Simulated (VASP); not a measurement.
# ZrB (Fm-3m) in VASP: settings compared

Aim: see how the results for ZrB move with the level of theory and the settings. Levels: r2SCAN+rVV10, r2SCAN. Tasks: single point.

Program: VASP 6.6.1. These are calculated values, not measurements. Logs are shortened: lines on timing, memory, paths and dates and some standing lists are left out, and cuts for length are marked.

### 1 The cell of the first run

The structure is cubic, space group Fm-3m (No. 225). Conventional cell: a = 4.829 Å, b = 4.829 Å, c = 4.829 Å, α = 90.00°, β = 90.00°, γ = 90.00°. Zr (site symmetry m-3m) has 6 B at 2.41 Å within 3.2 Å. Within 3.2 Å of B (site symmetry m-3m) lie 6 Zr at 2.41 Å.

### 2 Single point, r2SCAN+rVV10

Contents of POSCAR:

```
ZrB
1.0
    0.0000000000      2.4145111582      2.4145111582
    2.4145111582      0.0000000000      2.4145111582
    2.4145111582      2.4145111582      0.0000000000
Zr B
1 1
Direct
    0.5000000000      0.5000000000      0.5000000000
    0.0000000000      0.0000000000      0.0000000000
```

Contents of INCAR.step1:

```
PREC     = Accurate       # precision mode
ENCUT    = 550            # plane-wave cutoff, eV
ISMEAR   = 0              # smearing method
SIGMA    = 0.05           # smearing width, eV
LREAL    = False          # projectors in reciprocal space
LASPH    = True           # aspherical terms in the spheres
NELM     = 120            # most SCF steps
NBANDS   = 14             # bands
GGA      = PE             # functional
ALGO     = Normal         # electronic algorithm
EDIFF    = 1E-5           # SCF threshold, eV
LWAVE    = True           # write WAVECAR
LCHARG   = False          # write CHGCAR
GGA_COMPAT= False
```

Contents of INCAR.step2:

```
PREC     = Accurate       # precision mode
ENCUT    = 550            # plane-wave cutoff, eV
EDIFF    = 1E-6           # SCF threshold, eV
ISMEAR   = 0              # smearing method
SIGMA    = 0.05           # smearing width, eV
LREAL    = False          # projectors in reciprocal space
LASPH    = True           # aspherical terms in the spheres
NELM     = 120            # most SCF steps
ALGO     = Normal         # electronic algorithm
ISIF     = 2              # what is computed and relaxed
LWAVE    = False          # write WAVECAR
LCHARG   = True           # write CHGCAR
METAGGA  = R2SCAN         # meta-GGA
LMIXTAU  = True         
LUSE_VDW = True         
IVDW_NL  = 2            
BPARAM   = 11.95        
CPARAM   = 0.0093       
LELF     = True           # ELF
LVHAR    = True         
NBANDS   = 14             # bands
ISTART   = 1            
GGA_COMPAT= False
```

Contents of KPOINTS:

```
regular mesh
0
Gamma
  8 8 8
```

Potentials or basis: VASP PAW PBE potentials, release 64 (Zr_sv, B).

On the command line:

```bash
> cat potpaw_PBE.64/Zr_sv/POTCAR potpaw_PBE.64/B/POTCAR > POTCAR
> cp INCAR.step1 INCAR
> mpirun -np 1 vasp_std > vasp.out
> cp INCAR.step2 INCAR
> mpirun -np 1 vasp_std > vasp.out
```

OUTCAR:

```text
PREC = Accurate
   ENCUT = 550
   EDIFF = 1E-6
   ISMEAR = 0
   LREAL = False
   LASPH = True
   NELM = 120
   ISIF = 2
   METAGGA = R2SCAN
   IVDW_NL = 2
   BPARAM = 11.95
   ISTART = 1

 ion  position               nearest neighbor table
   1  0.500  0.500  0.500-   2 2.41   2 2.41   2 2.41   2 2.41   2 2.41   2 2.41
   2  0.000  0.000  0.000-   1 2.41   1 2.41   1 2.41   1 2.41   1 2.41   1 2.41

  LATTYP: Found a face centered cubic cell.
 ALAT       =     4.8290223164

  Lattice vectors:

 A1 = (   0.0000000000,   2.4145111582,   2.4145111582)
 A2 = (   2.4145111582,   0.0000000000,   2.4145111582)
 A3 = (   2.4145111582,   2.4145111582,   0.0000000000)

Analysis of symmetry for initial positions (statically):
=====================================================================
 Subroutine PRICEL returns:
 Original cell was already a primitive cell.

 Routine SETGRP: Setting up the symmetry group for a
 face centered cubic supercell.

 Subroutine GETGRP returns: Found 48 space group operations
[... 9 lines left out ...]

 Routine SETGRP: Setting up the symmetry group for a
 face centered cubic supercell.

 Subroutine GETGRP returns: Found 48 space group operations
[... 11 lines left out ...]
                                     Primitive cell

  volume of cell :      28.1525

  direct lattice vectors                    reciprocal lattice vectors
     0.000000000  2.414511158  2.414511158    -0.207081255  0.207081255  0.207081255
     2.414511158  0.000000000  2.414511158     0.207081255 -0.207081255  0.207081255
     2.414511158  2.414511158  0.000000000     0.207081255  0.207081255 -0.207081255

  length of vectors
     3.414634426  3.414634426  3.414634426     0.358675254  0.358675254  0.358675254

  position of ions in fractional coordinates (direct lattice)
     0.500000000  0.500000000  0.500000000
     0.000000000  0.000000000  0.000000000

  ion indices of the primitive-cell ions
   primitive index   ion index
                 1           1
                 2           2

----------------------------------------------------------------------------------------

 KPOINTS: regular mesh

Automatic generation of k-mesh.
 Grid dimensions read from file:
 generate k-points for:    8    8    8

 Generating k-lattice:

  Cartesian coordinates                     Fractional coordinates (reciprocal lattice)
    -0.025885157  0.025885157  0.025885157     0.125000000  0.000000000  0.000000000
     0.025885157 -0.025885157  0.025885157     0.000000000  0.125000000  0.000000000
     0.025885157  0.025885157 -0.025885157     0.000000000  0.000000000  0.125000000

  Length of vectors
     0.044834407  0.044834407  0.044834407

  Shift w.r.t. Gamma in fractional coordinates (k-lattice)
     0.000000000  0.000000000  0.000000000

 Subroutine IBZKPT returns following result:
 ===========================================

 Found     29 irreducible k-points:

 Following reciprocal coordinates:
            Coordinates               Weight
  0.000000  0.000000  0.000000      1.000000
  0.125000  0.000000  0.000000      8.000000
  0.250000  0.000000  0.000000      8.000000
  0.375000  0.000000  0.000000      8.000000
  0.500000  0.000000  0.000000      4.000000
  0.125000  0.125000  0.000000      6.000000
[... 16 lines left out ...]
  0.500000  0.250000  0.125000     48.000000
 -0.375000  0.250000  0.125000     24.000000
 [... further k-points ...]
   k-points           NKPTS =     29   k-points in BZ     NKDIM =     29   number of bands    NBANDS=     14
   number of dos      NEDOS =    301   number of ions     NIONS =      2
   total plane-waves  NPLWV =  21952
   dimension x,y,z NGX =    28 NGY =   28 NGZ =   28
   dimension x,y,z NGXF=    56 NGYF=   56 NGZF=   56
   ions per type =               1   1
   NGX,Y,Z   is equivalent  to a cutoff of  13.63, 13.63, 13.63 a.u.
   NGXF,Y,Z  is equivalent  to a cutoff of  27.26, 27.26, 27.26 a.u.
 SYSTEM =  unknown system
   PREC   = accura    normal or accurate (medium, high low for compatibility)
   ISTART =      1    job   : 0-new  1-cont  2-samecut
   ICHARG =      0    charge: 1-file 2-atom 10-const
   ISPIN  =      1    spin polarized calculation?
   LNONCOLLINEAR =      F non collinear calculations
   LSORBIT =      F    spin-orbit coupling
   LASPH  =      T    aspherical Exc in radial PAW
   ENCUT  =  550.0 eV  40.42 Ry    6.36 a.u.   6.53  6.53  6.53*2*pi/ulx,y,z
   NELM   =    120;   NELMIN=  2; NELMDL=  0     # of ELM steps
   EDIFF  = 0.1E-05   stopping-criterion for ELM
   LREAL  =      F    real-space projection
   EDIFFG = 0.1E-04   stopping-criterion for IOM
   NSW    =      0    number of steps for IOM
   IBRION =     -1    ionic relax: 0-MD 1-quasi-New 2-CG
[... 8 lines left out ...]
   EMIN   =  10.00;   EMAX   =-10.00  energy-range for DOS
   EFERMI =   0.00;   METHOD = LEGACY
   ISMEAR =     0;   SIGMA  =   0.05  broadening in eV -4-tet -1-fermi 0-gaus
   EFERMI_NEDOS =   21; number of points for ismear=-14 and -15
   IALGO  =     38    algorithm
   IMIX   =      4    mixing-type and parameters
     AMIX     =   0.40;   BMIX     =  1.00
     AMIX_MAG =   1.60;   BMIX_MAG =  1.00
  volume/ion in A,a.u.               =      14.08        94.99
  Fermi-wavevector in a.u.,A,eV,Ry     =   1.327189  2.508023 23.965711  1.761430
  Thomas-Fermi vector in A             =   2.456520
   LORBIT       =      0    0 simple, 1 ext, 2 COOP (PROOUT), +10 PAW based schemes
   METAGGA = R2SCAN    functional components
   LHFCALC =     F    Hartree Fock is set to
   AEXX    =    0.0000 exact exchange contribution
   IVDW_NL    =     2    kernel type
   BPARAM     =11.9500
   IVDW    =     0    specifies the selected vdW correction
   LEPSILON=     F    determine dielectric tensor
   LRPA    =     F    only Hartree local field effects (RPA)
 non-spin polarized calculation
 Gauss-broadening in eV      SIGMA  =   0.05
  energy-cutoff  :      550.00
  volume of cell :       28.15
 maximum number of plane-waves:       869
 NGX is ok and might be reduce to    28
   NGX = 13   NGY = 13   NGZ = 13

 number of electron      15.0000000 magnetization

 Free energy of the ion-electron system (eV)
  ---------------------------------------------------
  ext. energy  EPLUGINS =         0.00000000
  ---------------------------------------------------
  free energy    TOTEN  =       -30.72073933 eV

  energy without entropy =      -30.71984108  energy(sigma->0) =      -30.72029021

 E-fermi :   7.9017     XC(G=0): -12.5580

 val. band max:        7.8342721943   @ k =   0.5000   0.2500   0.0000
 cond. band min:       7.9440613337   @ k =   0.3750   0.2500   0.1250
 fundamental gap:      0.1097891394
 Fermi energy:         7.9016924845

 k-point     1 :       0.0000    0.0000    0.0000
  band No.  band energies     occupation
      1     -41.0186      2.00000
      2     -18.1243      2.00000
      3     -18.1243      2.00000
      4     -18.1243      2.00000
      5      -0.8448      2.00000
      6       9.9330      0.00000
      7       9.9330      0.00000
      8       9.9330      0.00000
      9      11.3437      0.00000
     10      11.3437      0.00000
     11      11.6007      0.00000
     12      11.6007      0.00000
     13      11.6007      0.00000
     14      19.1722      0.00000

 k-point     2 :       0.1250    0.0000    0.0000
  band No.  band energies     occupation
      1     -41.0072      2.00000
      2     -18.2294      2.00000
      3     -18.1341      2.00000
      4     -18.1341      2.00000
      5      -0.4631      2.00000
      6       8.7992      0.00000
      7       9.2347      0.00000
      8       9.2347      0.00000
      9      10.5268      0.00000
     10      10.5268      0.00000
     11      12.0754      0.00000
     12      13.8826      0.00000
     13      13.8826      0.00000
     14      20.0578      0.00000

 k-point     3 :       0.2500    0.0000    0.0000
  band No.  band energies     occupation
      1     -40.9796      2.00000
      2     -18.4751      2.00000
      3     -18.1579      2.00000
      4     -18.1579      2.00000
      5       0.5705      2.00000
      6       6.9827      2.00000
      7       7.8024      1.99502
      8       7.8024      1.99502
      9      11.4121      0.00000
     10      11.4121      0.00000
     11      12.6221      0.00000
     12      16.5674      0.00000
     13      16.5674      0.00000
     14      20.2858      0.00000

 k-point     4 :       0.3750    0.0000    0.0000
  band No.  band energies     occupation
      1     -40.9518      2.00000
      2     -18.7105      2.00000
      3     -18.1814      2.00000
      4     -18.1814      2.00000
      5       1.9919      2.00000
      6       5.2312      2.00000
      7       6.8919      2.00000
      8       6.8919      2.00000
      9      12.6531      0.00000
     10      12.6531      0.00000
     11      13.5373      0.00000
     12      17.9243      0.00000
     13      19.0756      0.00000
     14      19.0756      0.00000

 k-point     5 :       0.5000    0.0000    0.0000
  band No.  band energies     occupation
      1     -40.9403      2.00000
      2     -18.8052      2.00000
      3     -18.1911      2.00000
      4     -18.1911      2.00000
      5       3.3811      2.00000
      6       3.7749      2.00000
      7       6.5837      2.00000
      8       6.5837      2.00000
      9      13.3457      0.00000
     10      13.3457      0.00000
     11      14.7949      0.00000
[... 276 lines left out ...]
 k-point    22 :       0.3750    0.2500    0.1250
  band No.  band energies     occupation
      1     -40.9589      2.00000
      2     -18.5235      2.00000
      3     -18.2877      2.00000
      4     -18.1957      2.00000
      5       1.1885      2.00000
      6       6.0164      2.00000
      7       7.4926      2.00000
      8       7.9441      0.23077
      9      10.5931      0.00000
     10      12.9180      0.00000
     11      14.1775      0.00000
     12      14.9511      0.00000
     13      18.3526      0.00000
     14      21.1410      0.00000

 k-point    23 :       0.5000    0.2500    0.1250
  band No.  band energies     occupation
      1     -40.9365      2.00000
      2     -18.6500      2.00000
      3     -18.3544      2.00000
      4     -18.2302      2.00000
      5       2.1114      2.00000
      6       5.2645      2.00000
      7       6.9130      2.00000
      8       7.3486      2.00000
      9      11.5764      0.00000
     10      13.6003      0.00000
     11      14.4085      0.00000
     12      16.1825      0.00000
     13      18.5208      0.00000
     14      20.6093      0.00000

 k-point    24 :      -0.3750    0.2500    0.1250
  band No.  band energies     occupation
      1     -40.9272      2.00000
      2     -18.7049      2.00000
      3     -18.3721      2.00000
      4     -18.2509      2.00000
      5       2.5992      2.00000
      6       4.8424      2.00000
      7       6.7909      2.00000
      8       7.1347      2.00000
      9      12.7171      0.00000
     10      12.8595      0.00000
     11      14.3677      0.00000
     12      17.8685      0.00000
     13      18.0335      0.00000
     14      19.4372      0.00000

 [... further k-points ...]
[... 5 lines left out ...]
  --------------------------------------------------------------------------------------
  -------------------------------------------------------------------------------------
  Total        1.4838059      1.4838059      1.4838059      0.0000000      0.0000000     -0.0000000
  in kB       84.4442370     84.4442370     84.4442370      0.0000000      0.0000000     -0.0000000
  external PRESSURE =      84.4442370 kB  Pullay stress =       0.0000000 kB

 VOLUME and BASIS-vectors are now :
 -----------------------------------------------------------------------------
  energy-cutoff  :      550.00
  volume of cell :       28.15
      direct lattice vectors                 reciprocal lattice vectors
     0.000000000  2.414511158  2.414511158    -0.207081255  0.207081255  0.207081255
     2.414511158  0.000000000  2.414511158     0.207081255 -0.207081255  0.207081255
     2.414511158  2.414511158  0.000000000     0.207081255  0.207081255 -0.207081255

 POSITION                                       TOTAL-FORCE (eV/Angst)
 -----------------------------------------------------------------------------------
      2.41451      2.41451      2.41451        -0.000000      0.000000     -0.000000
      0.00000      0.00000      0.00000         0.000000     -0.000000      0.000000
 -----------------------------------------------------------------------------------
    total drift:                                0.000000      0.000000      0.000000

  FREE ENERGIE OF THE ION-ELECTRON SYSTEM (eV)
  ---------------------------------------------------
  free  energy   TOTEN  =       -30.7207393320 eV

  energy  without entropy=      -30.7198410816  energy(sigma->0) =      -30.72029021
```

Run time: 82 s. Hardware: 1 thread of Intel Xeon Platinum 8488C (Sapphire Rapids), shared host; peak memory 0.26 GiB.

Results:

| Property | Result |
| --- | --- |
| Free energy | -30.7207 eV |
| Pressure | 8.4 GPa |

Levels at points of the mesh, in eV from the Fermi level:
```tsv
k point	band 5	band 6	band 7	band 8	band 9	band 10	band 11	band 12
(0.00, 0.00, 0.00)	-8.75	2.03	2.03	2.03	3.44	3.44	3.70	3.70
(0.50, 0.00, 0.00)	-4.52	-4.13	-1.32	-1.32	5.44	5.44	6.89	8.01
(0.50, 0.50, 0.00)	-6.75	-0.85	-0.83	2.24	2.24	4.99	6.46	6.46
```

Caveat: the PAW data sets were made with another functional, which shifts forces and pressure a little.

### 3 Single point, r2SCAN

POSCAR is that of step 2.

INCAR.step1 is that of step 2.

INCAR.step2, as its differences from that of step 2:

```diff
@@ -14,6 +14,2 @@
 LMIXTAU  = True         
-LUSE_VDW = True         
-IVDW_NL  = 2            
-BPARAM   = 11.95        
-CPARAM   = 0.0093       
 LELF     = True           # ELF
```

Contents of KPOINTS:

```
Automatic mesh
0
Gamma
  8 8 8
```

Potentials or basis: VASP PAW PBE potentials, release 64 (Zr_sv, B).

On the command line:

```bash
> cat potpaw_PBE.64/Zr_sv/POTCAR potpaw_PBE.64/B/POTCAR > POTCAR
> cp INCAR.step1 INCAR
> mpirun -np 1 vasp_std > vasp.out
> cp INCAR.step2 INCAR
> mpirun -np 1 vasp_std > vasp.out
```

Wall time 50 s (1 thread of Intel Xeon Platinum 8488C (Sapphire Rapids), shared host); peak memory 0.17 GiB.

The run converged. Its results:

```
Free energy : -30.9349 eV
Pressure    : 9.3 GPa
```

Levels at points of the mesh, in eV from the Fermi level:
| k point | band 4 | band 5 | band 6 | band 7 | band 8 | band 9 | band 10 | band 11 | band 12 | band 13 |
| --- | --- | --- | --- | --- | --- | --- | --- | --- | --- | --- |
| (0.00, 0.00, 0.00) | -26.05 | -8.74 | 2.04 | 2.04 | 2.04 | 3.44 | 3.44 | 3.70 | 3.70 | 3.70 |
| (0.50, 0.00, 0.00) | -26.11 | -4.52 | -4.11 | -1.32 | -1.32 | 5.44 | 5.44 | 6.89 | 8.03 | 12.51 |
| (0.50, 0.50, 0.00) | -26.28 | -6.75 | -0.84 | -0.82 | 2.24 | 2.24 | 4.98 | 6.46 | 6.46 | 9.65 |

Caveat: the PAW data sets were made with another functional, which shifts forces and pressure a little.
